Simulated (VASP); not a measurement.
The system is Ga.

```
Ga
1.0
     1.38300   -4.02650    0.00000
     1.38300    4.02650    0.00000
    -0.11745    0.00000    3.32993
Ga
2
Direct
  0.13100 0.86900 0.75000
  0.86900 0.13100 0.25000
```

Base run:

```yaml
Program: VASP 6.6.1
Functional: PBE
Potentials_or_basis: VASP PAW PBE potentials, release 64 (Ga_d)
Cutoff: 520 eV
k_mesh: 10 × 10 × 8
Occupations: fermi-dirac, width 0.05 eV
Spin: no spin polarisation
```

Its results: band gap on the k mesh zero (band 13 reaches 9.65 eV, above the bottom of band 14 at 1.26 eV); pressure 1.5 GPa; largest force 0.204 eV/Å.

Task: After a change of settings the same cell gave: band gap on the k mesh zero (band 13 reaches 9.76 eV, above the bottom of band 14 at 1.35 eV); pressure 3.0 GPa; largest force 0.209 eV/Å. Which change was it?
A. functional from PBE to BLYP; further incar settings from ALGO = Fast; EDIFF = 1e-07; NBANDS = 20 to ALGO = Fast; EDIFF = 1e-06; NBANDS = 20
B. functional from PBE to LDA; potentials or basis from VASP PAW PBE potentials, release 64 (Ga_d) to VASP PAW LDA potentials, release 64 (Ga_d)
C. functional from PBE to revPBE
D. occupations from fermi-dirac, width 0.05 eV to gaussian, width 0.024 eV; further incar settings from ALGO = Fast; EDIFF = 1e-07; NBANDS = 20 to ALGO = Fast; EDIFF = 1e-06; NBANDS = 20

Result: C.

revPBE binds less tightly than PBE, so the same cell stands under more pressure.

Caveats: the PAW data sets were made with another functional, which shifts forces and pressure a little (some runs).
